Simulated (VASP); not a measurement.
# CuCl (F-43m) in VASP: further runs, part 2 of 2

VASP 6.6.1.

## 4. Single point, PBE (volume scaled by 1.03)

Input file INCAR:

```
SYSTEM = CuCl
ALGO = Normal
EDIFF = 1E-6
ENCUT = 600
GGA = PE
GGA_COMPAT = .FALSE.
ISIF = 2
ISMEAR = -1
LASPH = .TRUE.
LCHARG = .FALSE.
LREAL = .FALSE.
LWAVE = .FALSE.
NBANDS = 16
NELM = 120
PREC = Accurate
SIGMA = 0.05
```

Input file KPOINTS:

```
k-points
0
G
  13 13 13
  0 0 0
```

Input file POSCAR:

```
CuCl
1.0
    0.0000000000      2.7369344184      2.7369344184
    2.7369344184      0.0000000000      2.7369344184
    2.7369344184      2.7369344184      0.0000000000
Cu Cl
1 1
Direct
    0.0000000000      0.0000000000      0.0000000000
    0.7500000000      0.7500000000      0.7500000000
```

Potentials or basis: VASP PAW PBE potentials, release 64 (Cu, Cl).

Run with:

```bash
cat potpaw_PBE.64/Cu/POTCAR potpaw_PBE.64/Cl/POTCAR > POTCAR
mpirun -np 1 vasp_std > vasp.out
```

OUTCAR:

```text
SYSTEM = CuCl
   EDIFF = 1E-6
   ENCUT = 600
   GGA = PE
   ISIF = 2
   ISMEAR = -1
   LASPH = .TRUE.
   LREAL = .FALSE.
   NELM = 120
   PREC = Accurate

 ion  position               nearest neighbor table
   1  0.000  0.000  0.000-   2 2.37   2 2.37   2 2.37   2 2.37
   2  0.750  0.750  0.750-   1 2.37   1 2.37   1 2.37   1 2.37

  LATTYP: Found a face centered cubic cell.
 ALAT       =     5.4738688368

  Lattice vectors:

 A1 = (   0.0000000000,   2.7369344184,   2.7369344184)
 A2 = (   2.7369344184,   0.0000000000,   2.7369344184)
 A3 = (   2.7369344184,   2.7369344184,   0.0000000000)

Analysis of symmetry for initial positions (statically):
=====================================================================
 Subroutine PRICEL returns:
 Original cell was already a primitive cell.

 Routine SETGRP: Setting up the symmetry group for a
 face centered cubic supercell.

 Subroutine GETGRP returns: Found 24 space group operations
 (whereof 24 operations were pure point group operations)
 out of a pool of 48 trial point group operations.

The static configuration has the point symmetry T_d .

Analysis of symmetry for dynamics (positions and initial velocities):
=====================================================================
 Subroutine PRICEL returns:
 Original cell was already a primitive cell.

 Routine SETGRP: Setting up the symmetry group for a
 face centered cubic supercell.

 Subroutine GETGRP returns: Found 24 space group operations
 (whereof 24 operations were pure point group operations)
 out of a pool of 48 trial point group operations.

The dynamic configuration has the point symmetry T_d .

 Subroutine INISYM returns: Found 24 space group operations
 (whereof 24 operations are pure point group operations),
 and found     1 'primitive' translations

----------------------------------------------------------------------------------------

                                     Primitive cell

  volume of cell :      41.0037

  direct lattice vectors                    reciprocal lattice vectors
     0.000000000  2.736934418  2.736934418    -0.182686146  0.182686146  0.182686146
     2.736934418  0.000000000  2.736934418     0.182686146 -0.182686146  0.182686146
     2.736934418  2.736934418  0.000000000     0.182686146  0.182686146 -0.182686146

  length of vectors
     3.870609774  3.870609774  3.870609774     0.316421686  0.316421686  0.316421686

  position of ions in fractional coordinates (direct lattice)
     0.000000000  0.000000000  0.000000000
     0.750000000  0.750000000  0.750000000

  ion indices of the primitive-cell ions
   primitive index   ion index
                 1           1
                 2           2

----------------------------------------------------------------------------------------

 KPOINTS: k-points

Automatic generation of k-mesh.
 Grid dimensions read from file:
 generate k-points for:   13   13   13

 Generating k-lattice:

  Cartesian coordinates                     Fractional coordinates (reciprocal lattice)
    -0.014052780  0.014052780  0.014052780     0.076923077  0.000000000  0.000000000
     0.014052780 -0.014052780  0.014052780     0.000000000  0.076923077  0.000000000
     0.014052780  0.014052780 -0.014052780     0.000000000  0.000000000  0.076923077

  Length of vectors
     0.024340130  0.024340130  0.024340130

  Shift w.r.t. Gamma in fractional coordinates (k-lattice)
     0.000000000  0.000000000  0.000000000

 Subroutine IBZKPT returns following result:
 ===========================================

 Found     84 irreducible k-points:

 Following reciprocal coordinates:
            Coordinates               Weight
  0.000000  0.000000  0.000000      1.000000
  0.076923  0.000000  0.000000      8.000000
  0.153846  0.000000  0.000000      8.000000
  0.230769  0.000000  0.000000      8.000000
  0.307692  0.000000  0.000000      8.000000
  0.384615  0.000000  0.000000      8.000000
[... 16 lines left out ...]
  0.384615  0.153846  0.000000     24.000000
  0.461538  0.153846  0.000000     24.000000
 [... further k-points ...]
   k-points           NKPTS =     84   k-points in BZ     NKDIM =     84   number of bands    NBANDS=     16
   number of dos      NEDOS =    301   number of ions     NIONS =      2
   total plane-waves  NPLWV =  32768
   dimension x,y,z NGX =    32 NGY =   32 NGZ =   32
   dimension x,y,z NGXF=    64 NGYF=   64 NGZF=   64
   ions per type =               1   1
   NGX,Y,Z   is equivalent  to a cutoff of  13.74, 13.74, 13.74 a.u.
   NGXF,Y,Z  is equivalent  to a cutoff of  27.49, 27.49, 27.49 a.u.
 SYSTEM =  CuCl
   PREC   = accura    normal or accurate (medium, high low for compatibility)
   ISTART =      0    job   : 0-new  1-cont  2-samecut
   ICHARG =      2    charge: 1-file 2-atom 10-const
   ISPIN  =      1    spin polarized calculation?
   LNONCOLLINEAR =      F non collinear calculations
   LSORBIT =      F    spin-orbit coupling
   LASPH  =      T    aspherical Exc in radial PAW
   ENCUT  =  600.0 eV  44.10 Ry    6.64 a.u.   7.73  7.73  7.73*2*pi/ulx,y,z
   NELM   =    120;   NELMIN=  2; NELMDL= -5     # of ELM steps
   EDIFF  = 0.1E-05   stopping-criterion for ELM
   LREAL  =      F    real-space projection
   EDIFFG = 0.1E-04   stopping-criterion for IOM
   NSW    =      0    number of steps for IOM
   IBRION =     -1    ionic relax: 0-MD 1-quasi-New 2-CG
   NFREE  =      0    steps in history (QN), initial steepest desc. (CG)
   ISIF   =      2    stress and relaxation
   ISYM   =      2    0-nonsym 1-usesym 2-fastsym
   POTIM  = 0.5000    time-step for ionic-motion
   TEBEG  =    0.0;   TEEND  =   0.0 temperature during run
   PSTRESS=    0.0 pullay stress
   NELECT =      18.0000    total number of electrons
   NUPDOWN=      -1.0000    fix difference up-down
   EMIN   =  10.00;   EMAX   =-10.00  energy-range for DOS
   EFERMI =   0.00;   METHOD = LEGACY
   ISMEAR =    -1;   SIGMA  =   0.05  broadening in eV -4-tet -1-fermi 0-gaus
   EFERMI_NEDOS =   21; number of points for ismear=-14 and -15
   IALGO  =     38    algorithm
   IMIX   =      4    mixing-type and parameters
     AMIX     =   0.40;   BMIX     =  1.00
     AMIX_MAG =   1.60;   BMIX_MAG =  1.00
  volume/ion in A,a.u.               =      20.50       138.35
  Fermi-wavevector in a.u.,A,eV,Ry     =   1.244203  2.351203 21.062381  1.548041
  Thomas-Fermi vector in A             =   2.378480
   LORBIT       =      0    0 simple, 1 ext, 2 COOP (PROOUT), +10 PAW based schemes
   GGA     = PE    functional components
   LHFCALC =     F    Hartree Fock is set to
   AEXX    =    0.0000 exact exchange contribution
   IVDW    =     0    specifies the selected vdW correction
   LEPSILON=     F    determine dielectric tensor
   LRPA    =     F    only Hartree local field effects (RPA)
 non-spin polarized calculation
  energy-cutoff  :      600.00
  volume of cell :       41.00
 maximum number of plane-waves:      1387
   NGX = 15   NGY = 15   NGZ = 15

 number of electron      18.0000008 magnetization

 Free energy of the ion-electron system (eV)
  ---------------------------------------------------
  ext. energy  EPLUGINS =         0.00000000
  ---------------------------------------------------
  free energy    TOTEN  =        -6.33973217 eV

  energy without entropy =       -6.33970375  energy(sigma->0) =       -6.33971796

 E-fermi :   3.8927     XC(G=0):  -9.2447

 val. band max:        3.5602012587   @ k =   0.0000   0.0000   0.0000
 cond. band min:       4.0446212018   @ k =   0.0000   0.0000   0.0000
 fundamental gap:      0.4844199431
 Fermi energy:         3.8926981565

 k-point     1 :       0.0000    0.0000    0.0000
  band No.  band energies     occupation
      1     -13.3010      2.00000
      2      -1.2284      2.00000
      3      -1.2284      2.00000
      4      -1.2284      2.00000
      5       2.1876      2.00000
      6       2.1876      2.00000
[... 8 lines left out ...]
     15      15.2277      0.00000
     16      16.0389      0.00000

 k-point     2 :       0.0769    0.0000    0.0000
  band No.  band energies     occupation
      1     -13.2792      2.00000
      2      -1.3473      2.00000
      3      -1.2273      2.00000
      4      -1.2273      2.00000
      5       2.1839      2.00000
      6       2.1839      2.00000
[... 8 lines left out ...]
     15      14.9657      0.00000
     16      16.3650      0.00000
[... 387 lines left out ...]
      5       2.1068      2.00000
      6       2.2719      2.00000
[... 8 lines left out ...]
     15      16.0755      0.00000
     16      17.0003      0.00000

 k-point    24 :       0.4615    0.1538    0.0000
  band No.  band energies     occupation
      1     -12.8856      2.00000
      2      -2.6606      2.00000
      3      -1.4385      2.00000
      4      -1.2612      2.00000
      5       2.1406      2.00000
      6       2.2735      2.00000
[... 8 lines left out ...]
     15      16.6087      0.00000
     16      16.9698      0.00000

 [... further k-points ...]
[... 5 lines left out ...]
  --------------------------------------------------------------------------------------
  -------------------------------------------------------------------------------------
  Total       -0.2924380     -0.2924380     -0.2924380      0.0000000      0.0000000     -0.0000000
  in kB      -11.4267096    -11.4267096    -11.4267096      0.0000000      0.0000000     -0.0000000
  external PRESSURE =     -11.4267096 kB  Pullay stress =       0.0000000 kB

 VOLUME and BASIS-vectors are now :
 -----------------------------------------------------------------------------
  energy-cutoff  :      600.00
  volume of cell :       41.00
      direct lattice vectors                 reciprocal lattice vectors
     0.000000000  2.736934418  2.736934418    -0.182686146  0.182686146  0.182686146
     2.736934418  0.000000000  2.736934418     0.182686146 -0.182686146  0.182686146
     2.736934418  2.736934418  0.000000000     0.182686146  0.182686146 -0.182686146

 POSITION                                       TOTAL-FORCE (eV/Angst)
 -----------------------------------------------------------------------------------
      0.00000      0.00000      0.00000         0.000000      0.000000      0.000000
      4.10540      4.10540      4.10540        -0.000000     -0.000000     -0.000000
 -----------------------------------------------------------------------------------
    total drift:                               -0.000000     -0.000000     -0.000001

  FREE ENERGIE OF THE ION-ELECTRON SYSTEM (eV)
  ---------------------------------------------------
  free  energy   TOTEN  =        -6.3397321695 eV

  energy  without entropy=       -6.3397037478  energy(sigma->0) =       -6.33971796
```

stdout:

```text
POSCAR found type information on POSCAR CuCl
 POSCAR found :  2 types and       2 ions
 scaLAPACK will be used
 LDA part: xc-table for (Slater+PW92), standard interpolation
 POSCAR, INCAR and KPOINTS ok, starting setup
 FFT: planning ... GRIDC
 FFT: planning ... GRID_SOFT
 FFT: planning ... GRID
 WAVECAR not read
 entering main loop
```

Wall time 37 s (1 thread of AMD EPYC 9R45 (Zen 5), shared host); peak memory 0.19 GiB.

Results:

* Free energy: -6.3397 eV
* Pressure: -1.1 GPa
* Band gap on the k mesh: 0.48 eV, direct

Levels at points of the mesh, in eV from the valence-band top:
```tsv
k point	band 5	band 6	band 7	band 8	band 9	band 10	band 11	band 12	band 13	band 14
(0.00, 0.00, 0.00)	-1.37	-1.37	0.00	0.00	0.00	0.48	6.75	6.75	6.75	11.67
```

## 5. Overview

| cell | gap on the mesh (eV) | pressure (GPa) |
| --- | --- | --- |
| a = 3.755 Å, angles 60.0°, 2 atoms | 0.66 | 3.8 |
| a = 3.794 Å, angles 60.0°, 2 atoms | 0.59 | 1.9 |
| a = 3.871 Å, angles 60.0°, 2 atoms | 0.48 | -1.1 |

Alike in all rows: task single point; level PBE; potentials or basis VASP PAW PBE potentials, release 64 (Cu, Cl); no spin polarisation; k mesh 13 × 13 × 13; cutoff (eV) 600; smearing fermi-dirac 0.05 eV.

Total energies depend on the potentials used, so only differences within one code and one set of settings carry meaning.
